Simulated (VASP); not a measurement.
The system is KCl.

```
K Cl
1.0
     3.77117   -0.01603    0.00000
    -0.01603    3.77117    0.00000
     0.00000    0.00000    3.77117
K Cl
1 1
Direct
  0.00000 0.00000 0.00000
  0.50000 0.50000 0.50000
```

This cell differs from its parent crystal: shear xy strain -0.9%.

Base run:

- Program: VASP 6.6.1
- Functional: r2SCAN
- Potentials or basis: VASP PAW PBE potentials, release 64 (K_sv, Cl)
- Cutoff: 520 eV
- k mesh: 8 × 8 × 8
- Occupations: gaussian, width 0.01 eV
- Spin: no spin polarisation

Its results: band gap on the k mesh 5.81 eV, indirect (least direct gap 6.02 eV); pressure 0.0 GPa.

The run is repeated on the same cell with these changes: functional from r2SCAN to PBE; occupations from gaussian, width 0.01 eV to fermi-dirac, width 0.02 eV. What comes out?

Band gap on the k mesh 5.03 eV, indirect (least direct gap 5.24 eV); pressure 1.1 GPa.

Caveats: the PAW data sets were made with another functional, which shifts forces and pressure a little (some runs).

A k mesh can miss the band edges.
